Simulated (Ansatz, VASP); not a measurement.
# Two plane-wave programs on C

The input INCAR:

```
  PREC = Accurate
  ENCUT = 600
  EDIFF = 1E-6
  ISMEAR = 0
  SIGMA = 0.01
  LREAL = False
  LASPH = True
  NELM = 120
  ALGO = Normal
  ISIF = 2
  LWAVE = False
  LCHARG = True
  GGA = PE
  LELF = True
  LVHAR = True
  NBANDS = 11
  GGA_COMPAT = False
```

The input KPOINTS:

```
regular mesh
0
Gamma
  5 5 5
```

POSCAR

```
C
1.0
    0.0000000000      1.7801241411      1.7801241411
    1.7801241411      0.0000000000      1.7801241411
    1.7801241411      1.7801241411      0.0000000000
C
2
Direct
    0.0000000000      0.0000000000      0.0000000000
    0.2500000000      0.2500000000      0.2500000000
```

Input for Ansatz:

```yaml
crystal:
  lattice:
    - [0.0, 1.7801241411, 1.7801241411]
    - [1.7801241411, 0.0, 1.7801241411]
    - [1.7801241411, 1.7801241411, 0.0]
  atoms:
    - { symbol: C, position: [0.0, 0.0, 0.0] }
    - { symbol: C, position: [0.25, 0.25, 0.25] }
kpoints:
  mp_grid: { grid: [5, 5, 5] }
hamiltonian:
  xc: pbe
scf:
  occupations: { method: fixed }
  n_extra_bands: 4
output:
  forces: true
  stress: true
  eigenvalues: true
```

Alike in both runs: task single point; functional PBE; k mesh 5 × 5 × 5; no spin polarisation.

|  | VASP | Ansatz |
| --- | --- | --- |
| version | VASP 6.6.1 | Ansatz 0.2.0 |
| potentials or method | VASP PAW PBE potentials, release 64 (C) | plane waves |
| plane-wave cutoff (eV) | 600 | 420 |
| occupations | gaussian, width 0.01 eV | fixed |
| valence electrons in the cell | 8 | 8 |

Ansatz gave:

| Item | Value |
| --- | --- |
| gap on the k mesh at the Fermi level (eV) | 4.19 |
| pressure (GPa) | 4.5 |

Q: Which values does VASP return?

A: gap on the k mesh at the Fermi level (eV): 4.18; pressure (GPa): 4.5.

The k mesh is coarse, so the values compare programs but aren't converged.
